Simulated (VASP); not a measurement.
Wanted: the native input for a VASP 6.6.1 run.

- Task: single point
- Functional: r2SCAN
- Potentials or basis: VASP PAW PBE potentials, release 64 (Si, O)
- Cutoff: 520 eV
- k mesh: 6 × 6 × 4
- Occupations: gaussian, width 0.02 eV
- Spin: no spin polarisation
- Dipole correction: no
- Further INCAR settings: ALGO = Normal; EDIFF = 1e-06; NBANDS = 44

SiO2:

```
Si O
1.0
     4.99413    0.00000    0.00000
     0.00000    4.99413    0.00000
     0.00000    0.00000    7.09832
Si O
4 8
Direct
  0.00000 0.00000 0.00000
  0.00000 0.50000 0.25000
  0.50000 0.50000 0.50000
  0.50000 0.00000 0.75000
  0.10028 0.25000 0.12500
  0.25000 0.60028 0.37500
  0.75000 0.39972 0.37500
  0.89972 0.75000 0.12500
  0.60028 0.75000 0.62500
  0.75000 0.10028 0.87500
  0.25000 0.89972 0.87500
  0.39972 0.25000 0.62500
```

This cell differs from its parent crystal: uniaxial strain along c: -3.0 %, then relaxed in part.

The input as run:

POSCAR

```
SiO2
1.0
    4.9941346566      0.0000000000      0.0000000000
    0.0000000000      4.9941346566      0.0000000000
    0.0000000000      0.0000000000      7.0983174146
Si O
4 8
Direct
    0.0000000000      0.0000000000      0.0000000000
    0.0000000000      0.5000000000      0.2500000000
    0.5000000000      0.5000000000      0.5000000000
    0.5000000000      0.0000000000      0.7500000000
    0.1002824365      0.2500000000      0.1250000000
    0.2500000000      0.6002824365      0.3750000000
    0.7500000000      0.3997175635      0.3750000000
    0.8997175635      0.7500000000      0.1250000000
    0.6002824365      0.7500000000      0.6250000000
    0.7500000000      0.1002824365      0.8750000000
    0.2500000000      0.8997175635      0.8750000000
    0.3997175635      0.2500000000      0.6250000000
```

INCAR.step1

```
SYSTEM = SiO2
PREC = Accurate
ENCUT = 520
ISMEAR = 0
SIGMA = 0.02
LREAL = .False.
LASPH = .True.
NELM = 80
NBANDS = 44
GGA = PE
ALGO = Normal
EDIFF = 1E-4
LWAVE = .True.
LCHARG = .False.
```

INCAR.step2

```
SYSTEM = SiO2
PREC = Accurate
ENCUT = 520
EDIFF = 1E-6
ISMEAR = 0
SIGMA = 0.02
LREAL = .False.
LASPH = .True.
NELM = 80
ALGO = Normal
ISIF = 2
LWAVE = .False.
LCHARG = .False.
METAGGA = R2SCAN
LMIXTAU = .True.
NBANDS = 44
ISTART = 1
```

KPOINTS

```
regular mesh
0
Gamma
  6 6 4
  0 0 0
```

Potentials or basis: VASP PAW PBE potentials, release 64 (Si, O).

Launch:

```console
$ cat potpaw_PBE.64/Si/POTCAR potpaw_PBE.64/O/POTCAR > POTCAR
$ cp INCAR.step1 INCAR
$ mpirun -np 1 vasp_std > vasp.out
$ cp INCAR.step2 INCAR
$ mpirun -np 1 vasp_std > vasp.out
```

Results of the run:

```
Pressure               : 0.9 GPa
Band gap on the k mesh : 6.61 eV
```

Caveat: the cell differs from its parent crystal (uniaxial strain along c: -3.0 %, then relaxed in part); the PAW data sets were made with another functional, which shifts forces and pressure a little.

Wall time 25 min on 1 thread of Oxide Virtual Turin-like Processor (shared host), peak memory 0.36 GiB.
